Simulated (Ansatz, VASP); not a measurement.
# SnTe in VASP and in Ansatz

```
Sn Te
1.0
     3.42152    0.00000    0.00000
    -1.71076    2.96313    0.00000
     0.00000    0.00000    5.69599
Sn Te
1 1
Direct
  0.66667 0.33333 0.00000
  0.00000 0.00000 0.50000
```

Change from the starting cell: species swapped into the TbSm type (P-6m2, No. 187).

Alike in both runs: functional PBE; k mesh 6 × 6 × 4; occupations gaussian, width 0.1 eV; no spin polarisation.

Ansatz relaxed the structure, and its values are those at the end. VASP's run is a single point on that final structure, the one shown.

```csv
,VASP,Ansatz
version,VASP 6.6.1,Ansatz 0.2.0
potentials or method,"VASP PAW PBE potentials, release 64 (Sn_d, Te), cutoff 520 eV","scalar-relativistic, plane waves, PAW"
valence electrons in the cell,20,30
```

|  | VASP | Ansatz | Ansatz less VASP |
| --- | --- | --- | --- |
| gap on the k mesh at the Fermi level (eV) | none | none | - |
| pressure (GPa) | -0.2 | -0.1 | +0.08 |

A gap of «none» marks a metal or a gap that the smearing closes. With one functional, cell and mesh, what is left measures potentials, basis and numerics. VASP's potentials hold 20 valence electrons a cell and Ansatz's 30, so a difference there can come from the potentials and not from the codes.

Neither program's run includes spin-orbit coupling.
